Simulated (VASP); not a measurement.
Wanted: the native input for a VASP 6.6.1 run.

```
Task                   : relaxation of cell and atoms
Functional             : PBEsol
Potentials or basis    : VASP PAW PBE potentials, release 64 (Rh_pv)
Cutoff                 : 600 eV
k mesh                 : 17 × 17 × 17
Occupations            : fermi-dirac, width 0.08 eV
Spin                   : no spin polarisation
Target pressure        : 0.87 GPa
Dipole correction      : no
Further INCAR settings : ALGO = Normal; EDIFF = 1e-07; IBRION = 2; EDIFFG = -0.005; NSW = 60; ISIF = 3
```

The structure of Rh lies in POSCAR:

```
Rh
1.0
    0.0000000000      1.8885398852      1.8885398852
    1.8885398852      0.0000000000      1.8885398852
    1.8885398852      1.8885398852      0.0000000000
Rh
1
Direct
    0.0000000000      0.0000000000      0.0000000000
```

These files were run (other wordings do the same):

INCAR

```
SYSTEM = Rh
PREC = Accurate
ENCUT = 600
EDIFF = 1E-7
ISMEAR = -1
SIGMA = 0.08
LREAL = .FALSE.
LASPH = .TRUE.
NELM = 60
ALGO = Normal
ISIF = 3
LWAVE = .FALSE.
LCHARG = .FALSE.
GGA = PS
IBRION = 2
NSW = 60
EDIFFG = -0.005
PSTRESS = 8.7
```

KPOINTS

```
regular mesh
0
G
  17 17 17
  0 0 0
```

Potentials or basis: VASP PAW PBE potentials, release 64 (Rh_pv).

Run with:

```bash
$ cat potpaw_PBE.64/Rh_pv/POTCAR > POTCAR
$ mpirun -np 1 vasp_std > vasp.out
```

Results of the run:

* Relaxed volume: 13.46 Å³/atom
* Relaxed cell: a = 2.670 Å, b = 2.670 Å, c = 2.670 Å, α = 60.00°, β = 60.00°, γ = 60.00°
* Space group after relaxing (to 0.05 Å): Fm-3m (No. 225)
* Energy change on relaxing (the enthalpy is what falls): +0.0 meV/atom
* Ionic steps: 3
* Pressure after relaxing: 0.9 GPa

Caveat: the cell is relaxed towards a set pressure, so the enthalpy falls and the energy may rise; the PAW data sets were made with another functional, which shifts forces and pressure a little.

Run time: 19 s on 1 thread of Intel(R) Xeon(R) 6975P-C (Granite Rapids) (shared host), peak memory 0.16 GiB.
